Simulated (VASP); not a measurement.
# BiSb3O2 (P6/mmm) in VASP: further runs

The runs below take BiSb3O2 through single point, relaxation of cell and atoms, with PBE.

Program: VASP 6.6.1. These are calculated values, not measurements. Logs are shortened: lines on timing, memory, paths and dates and some standing lists are left out, and cuts for length are marked.

## (1) The cell of the first run

It takes space group P6/mmm (No. 191, hexagonal). Conventional cell: a = 6.484 Å, b = 6.484 Å, c = 3.451 Å, α = 90.00°, β = 90.00°, γ = 120.00°. Sb (site symmetry mmm) has 4 O at 2.55 Å and 4 Sb at 3.24 Å within 3.4 Å. Within 4.5 Å of Bi (site symmetry 6/mmm) lie 2 Bi at 3.45 Å and 12 Sb at 3.67 Å and 6 O at 3.74 Å. Within 3.4 Å of O (site symmetry -6m2) lie 6 Sb at 2.55 Å.

## (2) Single point, PBE

Contents of INCAR:

```
PREC     = Accurate       # precision mode
ENCUT    = 520            # plane-wave cutoff, eV
EDIFF    = 1E-6           # SCF threshold, eV
ISMEAR   = 0              # smearing method
SIGMA    = 0.1            # smearing width, eV
LREAL    = False          # projectors in reciprocal space
LASPH    = True           # aspherical terms in the spheres
NELM     = 80             # most SCF steps
ALGO     = Normal         # electronic algorithm
ISIF     = 2              # what is computed and relaxed
LWAVE    = False          # write WAVECAR
LCHARG   = True           # write CHGCAR
GGA      = PE             # functional
LELF     = True           # ELF
LVHAR    = True         
NBANDS   = 30             # bands
```

Contents of KPOINTS:

```
regular mesh
0
Gamma
  6 6 10
```

Contents of POSCAR:

```
BiSb3O2
1.0
    6.4840211373      0.0000000000      0.0000000000
   -3.2420105686      5.6153270236      0.0000000000
    0.0000000000      0.0000000000      3.4506334376
Sb Bi O
3 1 2
Direct
    0.0000000000      0.5000000000      0.0000000000
    0.5000000000      0.5000000000      0.0000000000
    0.5000000000      0.0000000000      0.0000000000
    0.0000000000      0.0000000000      0.5000000000
    0.6666666667      0.3333333333      0.5000000000
    0.3333333333      0.6666666667      0.5000000000
```

Potentials or basis: VASP PAW PBE potentials, release 64 (Sb, Bi_d, O).

The run is started by

```console
> cat potpaw_PBE.64/Sb/POTCAR potpaw_PBE.64/Bi_d/POTCAR potpaw_PBE.64/O/POTCAR > POTCAR
> mpirun -np 1 vasp_std > vasp.out
```

OUTCAR:

```text
PREC = Accurate
   ENCUT = 520
   EDIFF = 1E-6
   ISMEAR = 0
   LREAL = False
   LASPH = True
   NELM = 80
   ISIF = 2
   GGA = PE

 ion  position               nearest neighbor table
   1  0.000  0.500  0.000-   5 2.55   6 2.55   5 2.55   6 2.55   2 3.24   2 3.24   3 3.24   3 3.24
                             4 3.67   4 3.67   4 3.67   4 3.67
   2  0.500  0.500  0.000-   5 2.55   6 2.55   5 2.55   6 2.55   3 3.24   3 3.24   1 3.24   1 3.24
                             4 3.67   4 3.67   4 3.67   4 3.67
   3  0.500  0.000  0.000-   5 2.55   6 2.55   5 2.55   6 2.55   2 3.24   2 3.24   1 3.24   1 3.24
                             4 3.67   4 3.67   4 3.67   4 3.67
   4  0.000  0.000  0.500-   1 3.67   1 3.67   1 3.67   1 3.67   3 3.67   3 3.67   3 3.67   3 3.67
                             2 3.67   2 3.67   2 3.67   2 3.67
   5  0.667  0.333  0.500-   3 2.55   3 2.55   1 2.55   1 2.55   2 2.55   2 2.55
   6  0.333  0.667  0.500-   3 2.55   3 2.55   1 2.55   1 2.55   2 2.55   2 2.55

  LATTYP: Found a hexagonal cell.
 ALAT       =     6.4840211373
 C/A-ratio  =     0.5321749212

  Lattice vectors:

 A1 = (   6.4840211373,   0.0000000000,   0.0000000000)
 A2 = (  -3.2420105686,   5.6153270236,   0.0000000000)
 A3 = (   0.0000000000,   0.0000000000,   3.4506334376)

Analysis of symmetry for initial positions (statically):
=====================================================================
 Subroutine PRICEL returns:
 Original cell was already a primitive cell.

 Routine SETGRP: Setting up the symmetry group for a
 hexagonal supercell.

 Subroutine GETGRP returns: Found 24 space group operations
 (whereof 24 operations were pure point group operations)
 out of a pool of 24 trial point group operations.

The static configuration has the point symmetry D_6h.

Analysis of symmetry for dynamics (positions and initial velocities):
=====================================================================
 Subroutine PRICEL returns:
 Original cell was already a primitive cell.

 Routine SETGRP: Setting up the symmetry group for a
 hexagonal supercell.

 Subroutine GETGRP returns: Found 24 space group operations
 (whereof 24 operations were pure point group operations)
 out of a pool of 24 trial point group operations.

The dynamic configuration has the point symmetry D_6h.

 Subroutine INISYM returns: Found 24 space group operations
 (whereof 24 operations are pure point group operations),
 and found     1 'primitive' translations

----------------------------------------------------------------------------------------

                                     Primitive cell

  volume of cell :     125.6372

  direct lattice vectors                    reciprocal lattice vectors
     6.484021137  0.000000000  0.000000000     0.154225284  0.089042009  0.000000000
    -3.242010569  5.615327024  0.000000000     0.000000000  0.178084018  0.000000000
     0.000000000  0.000000000  3.450633438     0.000000000  0.000000000  0.289801863

  length of vectors
     6.484021137  6.484021137  3.450633438     0.178084018  0.178084018  0.289801863

  position of ions in fractional coordinates (direct lattice)
     1.000000000  0.500000000  0.000000000
     0.500000000  0.500000000  0.000000000
     0.500000000  0.000000000  0.000000000
     0.000000000  0.000000000  0.500000000
     0.666666667  0.333333333  0.500000000
     0.333333333  0.666666667  0.500000000

  ion indices of the primitive-cell ions
   primitive index   ion index
                 1           1
                 2           2
                 3           3
                 4           4
                 5           5
                 6           6

----------------------------------------------------------------------------------------

 KPOINTS: regular mesh

Automatic generation of k-mesh.
 Grid dimensions read from file:
 generate k-points for:    6    6   10

 Generating k-lattice:

  Cartesian coordinates                     Fractional coordinates (reciprocal lattice)
     0.025704214  0.014840335  0.000000000     0.166666667  0.000000000  0.000000000
     0.000000000  0.029680670  0.000000000     0.000000000  0.166666667  0.000000000
     0.000000000  0.000000000  0.028980186     0.000000000  0.000000000  0.100000000

  Length of vectors
     0.029680670  0.029680670  0.028980186

  Shift w.r.t. Gamma in fractional coordinates (k-lattice)
     0.000000000  0.000000000  0.000000000

 Subroutine IBZKPT returns following result:
 ===========================================

 Found     42 irreducible k-points:

 Following reciprocal coordinates:
            Coordinates               Weight
  0.000000  0.000000  0.000000      1.000000
  0.166667  0.000000  0.000000      6.000000
  0.333333  0.000000  0.000000      6.000000
  0.500000  0.000000  0.000000      3.000000
  0.166667  0.166667  0.000000      6.000000
  0.333333  0.166667  0.000000     12.000000
[... 16 lines left out ...]
  0.166667  0.000000  0.300000     12.000000
  0.333333  0.000000  0.300000     12.000000
 [... further k-points ...]
   k-points           NKPTS =     42   k-points in BZ     NKDIM =     42   number of bands    NBANDS=     30
   number of dos      NEDOS =    301   number of ions     NIONS =      6
   total plane-waves  NPLWV =  64512
   dimension x,y,z NGX =    48 NGY =   48 NGZ =   28
   dimension x,y,z NGXF=    96 NGYF=   96 NGZF=   56
   ions per type =               3   1   2
   NGX,Y,Z   is equivalent  to a cutoff of  12.31, 12.31, 13.49 a.u.
   NGXF,Y,Z  is equivalent  to a cutoff of  24.61, 24.61, 26.98 a.u.
 SYSTEM =  unknown system
   PREC   = accura    normal or accurate (medium, high low for compatibility)
   ISTART =      0    job   : 0-new  1-cont  2-samecut
   ICHARG =      2    charge: 1-file 2-atom 10-const
   ISPIN  =      1    spin polarized calculation?
   LNONCOLLINEAR =      F non collinear calculations
   LSORBIT =      F    spin-orbit coupling
   LASPH  =      T    aspherical Exc in radial PAW
   ENCUT  =  520.0 eV  38.22 Ry    6.18 a.u.  12.06 12.06  6.42*2*pi/ulx,y,z
   NELM   =     80;   NELMIN=  2; NELMDL= -5     # of ELM steps
   EDIFF  = 0.1E-05   stopping-criterion for ELM
   LREAL  =      F    real-space projection
   EDIFFG = 0.1E-04   stopping-criterion for IOM
   NSW    =      0    number of steps for IOM
   IBRION =     -1    ionic relax: 0-MD 1-quasi-New 2-CG
   NFREE  =      0    steps in history (QN), initial steepest desc. (CG)
   ISIF   =      2    stress and relaxation
   ISYM   =      2    0-nonsym 1-usesym 2-fastsym
   POTIM  = 0.5000    time-step for ionic-motion
   TEBEG  =    0.0;   TEEND  =   0.0 temperature during run
   PSTRESS=    0.0 pullay stress
   NELECT =      42.0000    total number of electrons
   NUPDOWN=      -1.0000    fix difference up-down
   EMIN   =  10.00;   EMAX   =-10.00  energy-range for DOS
   EFERMI =   0.00;   METHOD = LEGACY
   ISMEAR =     0;   SIGMA  =   0.10  broadening in eV -4-tet -1-fermi 0-gaus
   EFERMI_NEDOS =   21; number of points for ismear=-14 and -15
   IALGO  =     38    algorithm
   IMIX   =      4    mixing-type and parameters
     AMIX     =   0.40;   BMIX     =  1.00
     AMIX_MAG =   1.60;   BMIX_MAG =  1.00
  volume/ion in A,a.u.               =      20.94       141.31
  Fermi-wavevector in a.u.,A,eV,Ry     =   1.136192  2.147092 17.564208  1.290933
  Thomas-Fermi vector in A             =   2.272897
   LORBIT       =      0    0 simple, 1 ext, 2 COOP (PROOUT), +10 PAW based schemes
   GGA     = PE    functional components
   LHFCALC =     F    Hartree Fock is set to
   AEXX    =    0.0000 exact exchange contribution
   IVDW    =     0    specifies the selected vdW correction
   LEPSILON=     F    determine dielectric tensor
   LRPA    =     F    only Hartree local field effects (RPA)
 non-spin polarized calculation
 Gauss-broadening in eV      SIGMA  =   0.10
  energy-cutoff  :      520.00
  volume of cell :      125.64
 maximum number of plane-waves:      3409
   NGX = 25   NGY = 25   NGZ = 13

 number of electron      42.0000001 magnetization

 Free energy of the ion-electron system (eV)
  ---------------------------------------------------
  ext. energy  EPLUGINS =         0.00000000
  ---------------------------------------------------
  free energy    TOTEN  =       -26.71260170 eV

  energy without entropy =      -26.69877108  energy(sigma->0) =      -26.70568639

 E-fermi :   8.0485     XC(G=0): -10.4471

 val. band max:        8.0374228051   @ k =   0.3333   0.0000   0.4000
 cond. band min:       8.1198763866   @ k =   0.1667   0.1667   0.3000
 fundamental gap:      0.0824535815
 Fermi energy:         8.0484857670

 k-point     1 :       0.0000    0.0000    0.0000
  band No.  band energies     occupation
      1     -14.8852      2.00000
      2     -14.7898      2.00000
      3     -14.7898      2.00000
      4     -14.7665      2.00000
      5     -14.7665      2.00000
      6     -10.9479      2.00000
[... 22 lines left out ...]
     29      13.5022      0.00000
     30      13.5022      0.00000

 k-point     2 :       0.1667    0.0000    0.0000
  band No.  band energies     occupation
      1     -14.8852      2.00000
      2     -14.7899      2.00000
      3     -14.7898      2.00000
      4     -14.7665      2.00000
      5     -14.7665      2.00000
      6     -10.9243      2.00000
[... 22 lines left out ...]
     29      13.2745      0.00000
     30      13.5040      0.00000

 k-point     3 :       0.3333    0.0000    0.0000
  band No.  band energies     occupation
      1     -14.8851      2.00000
      2     -14.7900      2.00000
      3     -14.7896      2.00000
      4     -14.7665      2.00000
      5     -14.7665      2.00000
      6     -10.8634      2.00000
[... 682 lines left out ...]
     29      12.5077      0.00000
     30      14.6974      0.00000

 k-point    24 :       0.3333    0.0000    0.3000
  band No.  band energies     occupation
      1     -14.8012      2.00000
      2     -14.8011      2.00000
      3     -14.7861      2.00000
      4     -14.7858      2.00000
      5     -14.7781      2.00000
      6     -10.5803      2.00000
[... 22 lines left out ...]
     29      12.1653      0.00000
     30      14.2256      0.00000

 [... further k-points ...]

------------------------ aborting loop because EDIFF is reached ----------------------------------------

  FORCE on cell =-STRESS in cart. coord.  units (eV):
  Direction    XX          YY          ZZ          XY          YZ          ZX
  --------------------------------------------------------------------------------------
  -------------------------------------------------------------------------------------
  Total       -0.3421811     -0.3421811     -0.4549316     -0.0000000      0.0000000      0.0000000
  in kB       -4.3636341     -4.3636341     -5.8014748     -0.0000000      0.0000000      0.0000000
  external PRESSURE =      -4.8429143 kB  Pullay stress =       0.0000000 kB

 VOLUME and BASIS-vectors are now :
 -----------------------------------------------------------------------------
  energy-cutoff  :      520.00
  volume of cell :      125.64
      direct lattice vectors                 reciprocal lattice vectors
     6.484021137  0.000000000  0.000000000     0.154225284  0.089042009  0.000000000
    -3.242010569  5.615327024  0.000000000     0.000000000  0.178084018  0.000000000
     0.000000000  0.000000000  3.450633438     0.000000000  0.000000000  0.289801863

 POSITION                                       TOTAL-FORCE (eV/Angst)
 -----------------------------------------------------------------------------------
     -1.62101      2.80766      0.00000         0.000000      0.000000      0.000000
      1.62101      2.80766      0.00000         0.000000      0.000000      0.000000
      3.24201      0.00000      0.00000         0.000000      0.000000      0.000000
      0.00000      0.00000      1.72532         0.000000      0.000000      0.000000
      3.24201      1.87178      1.72532         0.000000      0.000000      0.000000
     -0.00000      3.74355      1.72532        -0.000000      0.000000      0.000000
 -----------------------------------------------------------------------------------
    total drift:                               -0.000000      0.000000     -0.000000

  FREE ENERGIE OF THE ION-ELECTRON SYSTEM (eV)
  ---------------------------------------------------
  free  energy   TOTEN  =       -26.7126016974 eV

  energy  without entropy=      -26.6987710793  energy(sigma->0) =      -26.70568639
```

It took 4.5 min on 1 thread of Oxide Virtual Turin-like, shared host; peak memory 0.3 GiB.

What came out:

```
Free energy            : -26.7126 eV
Pressure               : -0.5 GPa
Band gap on the k mesh : zero (band 21 reaches 9.93 eV, above the bottom of band 22 at 7.03 eV)
```

Stress tensor (GPa, compression positive):
```
-0.44  0.00  0.00
 0.00 -0.44  0.00
 0.00  0.00 -0.58
```

Caveat: spin-orbit coupling is left out, which moves the levels of the heavy elements.

[end of part 1 of 2]
